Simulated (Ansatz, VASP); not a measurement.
# ZrB2 in VASP and in Ansatz

The input INCAR:

```
SYSTEM = ZrB2
ALGO = Normal ; EDIFF = 1E-7
ENCUT = 520 ; GGA = PE
ISIF = 2 ; ISMEAR = -1
LASPH = .True. ; LCHARG = .False.
LREAL = .False. ; LWAVE = .False.
NBANDS = 16 ; NELM = 60
PREC = Accurate ; SIGMA = 0.05
```

File KPOINTS:

```
k-points
0
Gamma
  12 12 9
  0 0 0
```

File POSCAR:

```
ZrB2
1.0
    3.1649998255     -0.0316499983     -0.0316499983
   -1.6099096153      2.7567952510     -0.0115847034
   -0.0352000000     -0.0352000000      3.5200000000
Zr B
1 2
Direct
    0.0000000000      0.0000000000      0.0000000000
    0.3333333333      0.6666666667      0.5000000000
    0.6666666667      0.3333333333      0.5000000000
```

Input for Ansatz:

```yaml
crystal:
  lattice:
    - [3.1649998255, -0.0316499983, -0.0316499983]
    - [-1.6099096153, 2.756795251, -0.0115847034]
    - [-0.0352, -0.0352, 3.52]
  atoms:
    - { symbol: Zr, position: [0.0, 0.0, 0.0] }
    - { symbol: B, position: [0.3333333333, 0.6666666667, 0.5] }
    - { symbol: B, position: [0.6666666667, 0.3333333333, 0.5] }
kpoints:
  mp_grid: { grid: [12, 12, 9] }
  band_path:
    path:
      - [0.0, 0.0, 0.0]
      - [0.0, 0.0, 0.5]
      - [-0.5, 0.5, 0.0]
      - [0.0, 0.0, 0.0]
      - [0.0, -0.5, 0.0]
      - [-0.5, 0.0, 0.5]
      - [0.0, 0.0, 0.0]
      - [-0.5, 0.0, 0.0]
      - [0.0, -0.5, 0.5]
    npoints: 5
scf:
  occupations: { method: fermi_dirac, width: 0.05 }
hamiltonian:
  xc: pbe
  pseudopotentials: { kind: all_electron, lapw: { basis_error: 0.001 } }
output:
  forces: true
  stress: true
  eigenvalues: true
```

Change from the starting cell: equal xy, yz and zx shear strains of -2 %.

Alike in both runs: task single point; functional PBE; k mesh 12 × 12 × 9; occupations fermi-dirac, width 0.05 eV; no spin polarisation.

|  | VASP | Ansatz |
| --- | --- | --- |
| version | VASP 6.6.1 | Ansatz 0.2.0 |
| potentials or method | VASP PAW PBE potentials, release 64 (Zr_sv, B), cutoff 520 eV | all-electron LAPW, scalar-relativistic |

Ansatz gave:

| Quantity | Value |
| --- | --- |
| pressure (GPa) | 2.8 |
| traceless stress, the component that is largest in VASP (GPa) | 5.40 |
| rms of the force components (eV/Å) | 0.023 |

Question: What did VASP give for the same quantities?

Answer: Pressure (GPa): 2.9; traceless stress, the component that is largest in VASP (GPa): 5.40; rms of the force components (eV/Å): 0.023.

Atom by atom the forces differ by 0.000 eV/Å (rms over components). Ansatz ran all-electron here, and VASP with PAW potentials.
